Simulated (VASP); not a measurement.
Input of a VASP 6.6.1 run:

INCAR

```
ALGO = Normal ; EDIFF = 1E-7
EDIFFG = -0.005 ; ENCUT = 600
GGA = CA ; GGA_COMPAT = F
IBRION = 2 ; ISIF = 3
ISMEAR = 0 ; LASPH = T
LCHARG = F ; LREAL = F
LWAVE = F ; NELM = 120
NELMIN = 4 ; NSW = 100
PREC = Accurate ; SIGMA = 0.02
```

Contents of KPOINTS:

```
k-points
0
Gamma
  6 6 6
```

POSCAR

```
BaF2
1.0
    0.0000000000      3.1000500000      3.1000500000
    3.1000500000      0.0000000000      3.1000500000
    3.1000500000      3.1000500000      0.0000000000
Ba F
1 2
Direct
    0.0000000000      0.0000000000      0.0000000000
    0.2500000000      0.2500000000      0.2500000000
    0.7500000000      0.7500000000      0.7500000000
```

Potentials or basis: VASP PAW LDA potentials, release 64 (Ba_sv, F).

Command:

```bash
$ cat potpaw_LDA.64/Ba_sv/POTCAR potpaw_LDA.64/F/POTCAR > POTCAR
$ mpirun -np 1 vasp_std > vasp.out
```

Task: Estimate the band gap on the k mesh.

Result: 6.64 eV, indirect (least direct gap 6.74 eV).

Task: What does it give for the relaxed cell?

Result: a = 4.303 Å, b = 4.303 Å, c = 4.303 Å, α = 60.00°, β = 60.00°, γ = 60.00°.

Task: What does it give for the space group after relaxing (to 0.05 Å)?

Result: Fm-3m (No. 225).

Task: Estimate the relaxed volume.

Result: 18.78 Å³/atom.

Final structure:
```
CELL_PARAMETERS angstrom
0.00000 3.04271 3.04271
3.04271 0.00000 3.04271
3.04271 3.04271 0.00000
ATOMIC_POSITIONS crystal
Ba 0.00000 0.00000 0.00000
F 0.25000 0.25000 0.25000
F 0.75000 0.75000 0.75000
```

Caveat: spin-orbit coupling is left out, which moves the levels of the heavy elements. Zero-point motion and thermal expansion aren't in these numbers.
